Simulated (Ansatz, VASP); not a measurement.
## Two plane-wave programs on Ga3Se

File INCAR:

```
SYSTEM = Ga3Se
  PREC = Accurate
  ENCUT = 600
  EDIFF = 1E-7
  ISMEAR = 0
  SIGMA = 0.1
  LREAL = .FALSE.
  LASPH = .TRUE.
  NELM = 60
  ALGO = Normal
  ISIF = 3
  LWAVE = .FALSE.
  LCHARG = .FALSE.
  GGA = PS
  IVDW = 12
  IBRION = 2
  NSW = 100
  EDIFFG = -0.005
```

Contents of KPOINTS:

```
regular mesh
0
G
  10 10 10
  0 0 0
```

The input POSCAR:

```
Ga3Se
1.0
    4.2249181734      0.0000000000      0.0000000000
    0.0000000000      4.2249181734      0.0000000000
    0.0000000000      0.0000000000      4.2249181734
Ga Se
3 1
Direct
    0.0000000000      0.5000000000      0.5000000000
    0.5000000000      0.0000000000      0.5000000000
    0.5000000000      0.5000000000      0.0000000000
    0.0000000000      0.0000000000      0.0000000000
```

Input for Ansatz:

```yaml
crystal:
  lattice:
    - [4.2249181734, 0.0, 0.0]
    - [0.0, 4.2249181734, 0.0]
    - [0.0, 0.0, 4.2249181734]
  atoms:
    - { symbol: Ga, position: [0.0, 0.5, 0.5] }
    - { symbol: Ga, position: [0.5, 0.0, 0.5] }
    - { symbol: Ga, position: [0.5, 0.5, 0.0] }
    - { symbol: Se, position: [0.0, 0.0, 0.0] }
basis:
  ecutwfc: 420
kpoints:
  mp_grid: { grid: [10, 10, 10] }
hamiltonian:
  xc: pbesol
  dispersion: d3bj
scf:
  occupations: { method: gaussian, width: 0.1 }
output:
  forces: true
  stress: true
  eigenvalues: true
  write_density: true
  write_potential: true
  elf: true
  volumetric_format: npy
relax:
  adjacent_minimum: "off"
  f_tol: 0.005
  max_steps: 80
  cell: { stress_tol: 0.05 }
```

Alike in both runs: task relaxation of cell and atoms; functional PBEsol; dispersion D3(BJ); k mesh 10 × 10 × 10; occupations gaussian, width 0.1 eV; no spin polarisation.

```csv
,VASP,Ansatz
version,VASP 6.6.1,Ansatz 0.2.0
potentials or method,"VASP PAW PBE potentials, release 64 (Ga_d, Se), cutoff 600 eV","scalar-relativistic, plane waves, PAW"
valence electrons in the cell,45,55
```

|  | VASP | Ansatz | Ansatz less VASP |
| --- | --- | --- | --- |
| gap on the k mesh at the Fermi level, each at its own relaxed structure (eV) | none | none | - |
| relaxed volume (Å³/atom) | 18.87 | 18.85 | -0.021 |
| relaxed cell length with the largest relative difference (Å) | 4.226 | 4.225 | -0.0016 |

VASP's potentials were made for PBE, not for PBEsol. A gap of «none» marks a metal or a gap that the smearing closes. VASP's potentials hold 45 valence electrons a cell and Ansatz's 55, so a difference there can come from the potentials and not from the codes.
